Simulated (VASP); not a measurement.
# SnO (Pmn2_1) in VASP: single point with PBE+D3(BJ)

Aim: the single point of SnO with PBE+D3(BJ).

All numbers are computed with VASP 6.6.1; they aren't measurements. Logs are shortened: lines on timing, memory, paths and dates and some standing lists are left out, and cuts for length are marked.

## 1. The cell of the first run

Symmetry: Pmn2_1, No. 31, orthorhombic system. Conventional cell: a = 3.355 Å, b = 5.674 Å, c = 4.222 Å, α = 90.00°, β = 90.00°, γ = 90.00°. Within 2.8 Å of Sn (site symmetry m) lie 3 O at 2.15 to 2.16 Å. Within 2.8 Å of O (site symmetry m) lie 3 Sn at 2.15 to 2.16 Å.

## 2. Single point, PBE+D3(BJ)

Contents of INCAR:

```
SYSTEM = SnO
PREC = Accurate
ENCUT = 520
EDIFF = 1E-7
ISMEAR = 0
SIGMA = 0.1
LREAL = Auto
LASPH = .TRUE.
NELM = 80
ALGO = Normal
ISIF = 2
LWAVE = .FALSE.
LCHARG = .FALSE.
GGA = PE
IVDW = 12
ISYM = 0
NBANDS = 94
```

Contents of KPOINTS:

```
Automatic mesh
0
Gamma
  2 2 2
  0.5 0.5 0.5
```

Contents of POSCAR:

```
SnO
1.0
    0.0000000000     -5.6741040000      4.2219700000
    0.0000000000      5.6741040000      4.2219700000
   -6.7100100000      0.0000000000     -4.2219700000
Sn O
8 8
Direct
    0.3906175000      0.6225265000      0.5000000000
    0.8906175000      0.1225265000      0.5000000000
    0.1406175000      0.3725265000      0.0000000000
    0.6406175000      0.8725265000      0.0000000000
    0.7475265000      0.5156175000      0.2500000000
    0.2475265000      0.0156175000      0.2500000000
    0.4975265000      0.2656175000      0.7500000000
    0.9975265000      0.7656175000      0.7500000000
    0.1728035000      0.0640535000      0.5000000000
    0.6728035000      0.5640535000      0.5000000000
    0.9228035000      0.8140535000      0.0000000000
    0.4228035000      0.3140535000      0.0000000000
    0.1890535000      0.2978035000      0.2500000000
    0.6890535000      0.7978035000      0.2500000000
    0.9390535000      0.0478035000      0.7500000000
    0.4390535000      0.5478035000      0.7500000000
```

Potentials or basis: VASP PAW PBE potentials, release 64 (Sn_d, O).

The run is started by

```sh
$ cat potpaw_PBE.64/Sn_d/POTCAR potpaw_PBE.64/O/POTCAR > POTCAR
$ mpirun -np 1 vasp_std > vasp.out
```

OUTCAR:

```text
SYSTEM = SnO
   PREC = Accurate
   ENCUT = 520
   EDIFF = 1E-7
   ISMEAR = 0
   LREAL = Auto
   LASPH = .TRUE.
   NELM = 80
   ISIF = 2
   GGA = PE
   IVDW = 12
   ISYM = 0
 IVDW          = 12

 ion  position               nearest neighbor table
   1  0.391  0.623  0.500-  10 2.15  13 2.16  16 2.16   4 3.36   3 3.36
   2  0.891  0.123  0.500-   9 2.15  14 2.16  15 2.16   3 3.36   4 3.36
   3  0.141  0.373  0.000-  12 2.15  13 2.16  15 2.16   1 3.36   2 3.36
   4  0.641  0.873  0.000-  11 2.15  14 2.16  16 2.16   2 3.36   1 3.36
   5  0.748  0.516  0.250-  14 2.15  12 2.16  10 2.16   8 3.36   7 3.36
   6  0.248  0.016  0.250-  13 2.15  11 2.16   9 2.16   7 3.36   8 3.36
   7  0.498  0.266  0.750-  16 2.15  12 2.16   9 2.16   5 3.36   6 3.36
   8  0.998  0.766  0.750-  15 2.15  11 2.16  10 2.16   6 3.36   5 3.36
   9  0.173  0.064  0.500-   2 2.15   6 2.16   7 2.16
  10  0.673  0.564  0.500-   1 2.15   5 2.16   8 2.16
  11  0.923  0.814  0.000-   4 2.15   6 2.16   8 2.16
  12  0.423  0.314  0.000-   3 2.15   5 2.16   7 2.16
  13  0.189  0.298  0.250-   6 2.15   3 2.16   1 2.16
  14  0.689  0.798  0.250-   5 2.15   4 2.16   2 2.16
  15  0.939  0.048  0.750-   8 2.15   3 2.16   2 2.16
  16  0.439  0.548  0.750-   7 2.15   4 2.16   1 2.16

IMPORTANT INFORMATION: All symmetrisations will be switched off!
NOSYMM: (Re-)initialisation of all symmetry stuff for point group C_1.

----------------------------------------------------------------------------------------

                                     Primitive cell

  volume of cell :     321.4886

  direct lattice vectors                    reciprocal lattice vectors
     0.000000000 -5.674104000  4.221970000    -0.074515537 -0.088119640  0.118428127
     0.000000000  5.674104000  4.221970000    -0.074515537  0.088119640  0.118428127
    -6.710010000  0.000000000 -4.221970000    -0.149031074  0.000000000  0.000000000

  length of vectors
     7.072516305  7.072516305  7.927752827     0.165356758  0.165356758  0.149031074

  position of ions in fractional coordinates (direct lattice)
     0.390617500  0.622526500  0.500000000
     0.890617500  0.122526500  0.500000000
     0.140617500  0.372526500  0.000000000
     0.640617500  0.872526500  0.000000000
     0.747526500  0.515617500  0.250000000
     0.247526500  0.015617500  0.250000000
[... 8 lines left out ...]
     0.939053500  0.047803500  0.750000000
     0.439053500  0.547803500  0.750000000

  ion indices of the primitive-cell ions
   primitive index   ion index
                 1           1
                 2           2
                 3           3
                 4           4
                 5           5
                 6           6
[... 8 lines left out ...]
                15          15
                16          16

----------------------------------------------------------------------------------------

 KPOINTS: Automatic mesh

Automatic generation of k-mesh.
 Grid dimensions read from file:
 generate k-points for:    2    2    2

 Generating k-lattice:

  Cartesian coordinates                     Fractional coordinates (reciprocal lattice)
    -0.037257769 -0.044059820  0.059214064     0.500000000  0.000000000  0.000000000
    -0.037257769  0.044059820  0.059214064     0.000000000  0.500000000  0.000000000
    -0.074515537  0.000000000  0.000000000     0.000000000  0.000000000  0.500000000

  Length of vectors
     0.082678379  0.082678379  0.074515537

  Shift w.r.t. Gamma in fractional coordinates (k-lattice)
     0.500000000  0.500000000  0.500000000

 Subroutine IBZKPT returns following result:
 ===========================================

 Found      4 irreducible k-points:

 Following reciprocal coordinates:
            Coordinates               Weight
  0.250000  0.250000  0.250000      2.000000
 -0.250000  0.250000  0.250000      2.000000
 -0.250000  0.250000 -0.250000      2.000000
 -0.250000 -0.250000  0.250000      2.000000
   k-points           NKPTS =      4   k-points in BZ     NKDIM =      4   number of bands    NBANDS=     94
   number of dos      NEDOS =    301   number of ions     NIONS =     16
   total plane-waves  NPLWV = 174960
   dimension x,y,z NGX =    54 NGY =   54 NGZ =   60
   dimension x,y,z NGXF=   108 NGYF=  108 NGZF=  120
   ions per type =               8   8
   NGX,Y,Z   is equivalent  to a cutoff of  12.69, 12.69, 12.58 a.u.
   NGXF,Y,Z  is equivalent  to a cutoff of  25.39, 25.39, 25.16 a.u.
 SYSTEM =  SnO
   PREC   = accura    normal or accurate (medium, high low for compatibility)
   ISTART =      0    job   : 0-new  1-cont  2-samecut
   ICHARG =      2    charge: 1-file 2-atom 10-const
   ISPIN  =      1    spin polarized calculation?
   LNONCOLLINEAR =      F non collinear calculations
   LSORBIT =      F    spin-orbit coupling
   LASPH  =      T    aspherical Exc in radial PAW
   ENCUT  =  520.0 eV  38.22 Ry    6.18 a.u.  13.15 13.15 14.74*2*pi/ulx,y,z
   NELM   =     80;   NELMIN=  2; NELMDL= -5     # of ELM steps
   EDIFF  = 0.1E-06   stopping-criterion for ELM
   LREAL  =      T    real-space projection
   EDIFFG = 0.1E-05   stopping-criterion for IOM
   NSW    =      0    number of steps for IOM
   IBRION =     -1    ionic relax: 0-MD 1-quasi-New 2-CG
   NFREE  =      0    steps in history (QN), initial steepest desc. (CG)
   ISIF   =      2    stress and relaxation
   ISYM   =      0    0-nonsym 1-usesym 2-fastsym
   POTIM  = 0.5000    time-step for ionic-motion
   TEBEG  =    0.0;   TEEND  =   0.0 temperature during run
   PSTRESS=    0.0 pullay stress
   NELECT =     160.0000    total number of electrons
   NUPDOWN=      -1.0000    fix difference up-down
   EMIN   =  10.00;   EMAX   =-10.00  energy-range for DOS
   EFERMI =   0.00;   METHOD = LEGACY
   ISMEAR =     0;   SIGMA  =   0.10  broadening in eV -4-tet -1-fermi 0-gaus
   EFERMI_NEDOS =   21; number of points for ismear=-14 and -15
   IALGO  =     38    algorithm
   IMIX   =      4    mixing-type and parameters
     AMIX     =   0.40;   BMIX     =  1.00
     AMIX_MAG =   1.60;   BMIX_MAG =  1.00
  volume/ion in A,a.u.               =      20.09       135.59
  Fermi-wavevector in a.u.,A,eV,Ry     =   1.297357  2.451650 22.900458  1.683136
  Thomas-Fermi vector in A             =   2.428755
   LORBIT       =      0    0 simple, 1 ext, 2 COOP (PROOUT), +10 PAW based schemes
   GGA     = PE    functional components
   LHFCALC =     F    Hartree Fock is set to
   AEXX    =    0.0000 exact exchange contribution
   IVDW    =    12    specifies the selected vdW correction
   LEPSILON=     F    determine dielectric tensor
   LRPA    =     F    only Hartree local field effects (RPA)
 non-spin polarized calculation
 Gauss-broadening in eV      SIGMA  =   0.10
  energy-cutoff  :      520.00
  volume of cell :      321.49
 maximum number of plane-waves:      8649
 NGX is ok and might be reduce to    54
   NGX = 27   NGY = 27   NGZ = 29

 number of electron     159.9999993 magnetization

 Free energy of the ion-electron system (eV)
  ---------------------------------------------------
  ext. energy  EPLUGINS =         0.00000000
  ---------------------------------------------------
  free energy    TOTEN  =       -89.84913708 eV

  energy without entropy =      -89.84913708  energy(sigma->0) =      -89.84913708

 E-fermi :   4.9360     XC(G=0):  -9.5378

 val. band max:        4.4076604350   @ k =  -0.2500   0.2500   0.2500
 cond. band min:       6.7781672861   @ k =  -0.2500   0.2500  -0.2500
 fundamental gap:      2.3705068510
 Fermi energy:         4.9360309818

 k-point     1 :       0.2500    0.2500    0.2500
  band No.  band energies     occupation
      1     -16.3370      2.00000
      2     -16.3370      2.00000
      3     -16.3348      2.00000
      4     -16.3348      2.00000
      5     -16.3276      2.00000
      6     -16.1809      2.00000
[... 84 lines left out ...]
     91       9.7341      0.00000
     92       9.7341      0.00000

 k-point     2 :      -0.2500    0.2500    0.2500
  band No.  band energies     occupation
      1     -16.3593      2.00000
      2     -16.3532      2.00000
      3     -16.3237      2.00000
      4     -16.3236      2.00000
      5     -16.2514      2.00000
      6     -16.2349      2.00000
[... 84 lines left out ...]
     91       9.8084      0.00000
     92      10.0532      0.00000

 k-point     3 :      -0.2500    0.2500   -0.2500
  band No.  band energies     occupation
      1     -16.3593      2.00000
      2     -16.3532      2.00000
      3     -16.3237      2.00000
      4     -16.3236      2.00000
      5     -16.2514      2.00000
      6     -16.2349      2.00000
[... 84 lines left out ...]
     91       9.8084      0.00000
     92      10.0532      0.00000

 k-point     4 :      -0.2500   -0.2500    0.2500
  band No.  band energies     occupation
      1     -16.3388      2.00000
      2     -16.3388      2.00000
      3     -16.3329      2.00000
      4     -16.3326      2.00000
      5     -16.3325      2.00000
      6     -16.1773      2.00000
[... 84 lines left out ...]
     91       9.4869      0.00000
     92       9.4869      0.00000
 [bands above 92 left out]

------------------------ aborting loop because EDIFF is reached ----------------------------------------

 Edisp (eV)   -3.29771

 E8    (eV) :    -1.4384

  FORCE on cell =-STRESS in cart. coord.  units (eV):
  Direction    XX          YY          ZZ          XY          YZ          ZX
  --------------------------------------------------------------------------------------
  -------------------------------------------------------------------------------------
  Total      -2.36813    -2.21543    -2.52869     0.00572    -0.01086    -0.00839
  in kB     -11.80188   -11.04087   -12.60204     0.02851    -0.05412    -0.04182
  external pressure =      -11.81 kB  Pullay stress =        0.00 kB

 VOLUME and BASIS-vectors are now :
 -----------------------------------------------------------------------------
  energy-cutoff  :      520.00
  volume of cell :      321.49
      direct lattice vectors                 reciprocal lattice vectors
     0.000000000 -5.674104000  4.221970000    -0.074515537 -0.088119640  0.118428127
     0.000000000  5.674104000  4.221970000    -0.074515537  0.088119640  0.118428127
    -6.710010000  0.000000000 -4.221970000    -0.149031074  0.000000000  0.000000000

 POSITION                                       TOTAL-FORCE (eV/Angst)
 -----------------------------------------------------------------------------------
     -3.35500      1.31588      2.16648         0.000349     -0.008434     -0.008468
     -3.35500     -4.35823      2.16648         0.000345     -0.008440     -0.008458
      0.00000      1.31588      2.16648         0.004530     -0.014330     -0.009144
      0.00000      1.31588      6.38845         0.004533     -0.014308     -0.009126
     -1.67750     -1.31588      4.27746        -0.001691      0.018044     -0.010953
     -1.67750     -1.31588      0.05549        -0.001694      0.018045     -0.010961
[... 8 lines left out ...]
     -5.03251     -5.05705      1.00000         0.001086     -0.097944      0.011524
     -5.03251      0.61706      1.00000         0.001089     -0.097965      0.011529
 -----------------------------------------------------------------------------------
    total drift:                                0.017940      0.021842      0.019949

  FREE ENERGIE OF THE ION-ELECTRON SYSTEM (eV)
  ---------------------------------------------------
  free  energy   TOTEN  =       -93.1468441634 eV

  energy  without entropy=      -93.1468441634  energy(sigma->0) =      -93.14684416
```

Run time: 5.6 min. Hardware: 1 thread of Intel Xeon 6975P-C, shared host; peak memory 0.44 GiB.

Results:

```
Free energy                : -93.1468 eV
Pressure                   : -1.2 GPa
Largest force              : 0.102 eV/Å
Band gap on the k mesh     : 2.37 eV
Dispersion energy per atom : -0.206 eV
```

Forces in eV/Å, atoms in the order of the input:
```
Sn   0.000 -0.008 -0.008
Sn   0.000 -0.008 -0.008
Sn   0.005 -0.014 -0.009
Sn   0.005 -0.014 -0.009
Sn  -0.002  0.018 -0.011
Sn  -0.002  0.018 -0.011
Sn   0.000  0.008 -0.014
Sn   0.000  0.008 -0.014
O   -0.003  0.096  0.010
O   -0.003  0.096  0.010
O    0.001  0.100  0.009
O    0.001  0.100  0.009
O   -0.003 -0.101  0.013
O   -0.003 -0.101  0.013
O    0.001 -0.098  0.012
O    0.001 -0.098  0.012
```

Stress tensor (GPa, compression positive):
```
-1.18  0.00  0.00
 0.00 -1.10 -0.01
 0.00 -0.01 -1.26
```

Caveat: spin-orbit coupling is left out, which moves the levels of the heavy elements.
